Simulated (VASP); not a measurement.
Crystal: TiB6.

```
Ti B
1.0
     4.70173    0.00000    0.00000
    -2.35087    4.07182    0.00000
     0.00000    0.00000    3.99767
Ti B
1 6
Direct
  0.00000 0.00000 0.50000
  0.33333 0.33333 0.00000
  0.00000 0.66667 0.00000
  0.66667 0.00000 0.00000
  0.00000 0.33333 0.00000
  0.66667 0.66667 0.00000
  0.33333 0.00000 0.00000
```

| Quantity | Value |
| --- | --- |
| Program | VASP 6.6.1 |
| Task | relaxation of cell and atoms |
| Functional | PBE |
| Dispersion | D3(BJ) |
| Potentials or basis | VASP PAW PBE potentials, release 64 (Ti_sv, B) |
| Cutoff | 600 eV |
| k mesh | 6 × 6 × 4 |
| Occupations | gaussian, width 0.1 eV |
| Spin | no spin polarisation |

At the start: pressure 16.2 GPa; volume 10.93 Å³/atom.

Question: Where does the relaxation end?

Answer: Over 26 steps the energy falls by 374.6 meV/atom and the volume is 9.18 Å³/atom (-16.1 %); space group P6/mmm (No. 191, to 0.05 Å).

The path:
| step | energy change (eV) | largest force (eV/Å) | pressure (GPa) | volume (Å³) |
| --- | --- | --- | --- | --- |
| 1 | 0.0000 | 0.2713 | 16.17 | 76.53 |
| 2 | -1.2215 | 0.3534 | -16.84 | 88.36 |
| 3 | -1.4681 | 0.1574 | -8.82 | 84.49 |
| 4 | -1.4681 | 0.1480 | -8.36 | 84.30 |
| 5 | -1.9004 | 0.4140 | -4.03 | 78.65 |
| 6 | -2.1704 | 0.6299 | 2.95 | 72.55 |
| 7 | -2.1817 | 0.6882 | 5.53 | 70.81 |
| 8 | -2.3148 | 0.1870 | 1.25 | 70.12 |
| 9 | -2.3210 | 0.3434 | 0.76 | 69.98 |
| 10 | -2.3206 | 0.7797 | -0.17 | 69.66 |
| 11 | -2.3226 | 0.4524 | 0.50 | 69.89 |
| 12 | -2.3781 | 0.2476 | -3.47 | 69.94 |
| 13 | -2.3864 | 0.4223 | -4.42 | 69.94 |
| 14 | -2.3999 | 0.7021 | -6.42 | 69.89 |
| 15 | -2.3983 | 0.6202 | -5.71 | 69.91 |
| 16 | -2.4187 | 0.6487 | -6.18 | 69.65 |
| 17 | -2.4379 | 0.6713 | -6.82 | 69.26 |
| 18 | -2.4694 | 0.6230 | -8.11 | 68.43 |
| 19 | -2.4175 | 0.7573 | -9.15 | 66.54 |
| 20 | -2.4787 | 0.6363 | -8.49 | 68.11 |
| 21 | -2.5394 | 0.5049 | -6.76 | 67.06 |
| 22 | -2.6163 | 0.1120 | -1.72 | 64.48 |
| 23 | -2.6171 | 0.0510 | -0.96 | 64.15 |
| 24 | -2.6171 | 0.0653 | -1.13 | 64.22 |
| 25 | -2.6197 | 0.0513 | -0.88 | 64.23 |
| 26 | -2.6221 | 0.0232 | -0.37 | 64.23 |

Final structure:
```
Ti B
1.0
     5.36836    0.00000    0.00000
    -2.68418    4.64913    0.00000
     0.00000    0.00000    2.57354
Ti B
1 6
Direct
  0.00000 0.00000 0.50000
  0.34617 0.34617 0.00000
  0.00000 0.65383 0.00000
  0.65383 0.00000 0.00000
  0.00000 0.34617 0.00000
  0.65383 0.65383 0.00000
  0.34617 0.00000 0.00000
```

Caveat: the k points lie up to 0.61 Å⁻¹ apart in the final cell; the volume moved by over 15 % at a fixed basis, so the end points are rough; pairwise dispersion overbinds metals, which lowers pressure and volume.
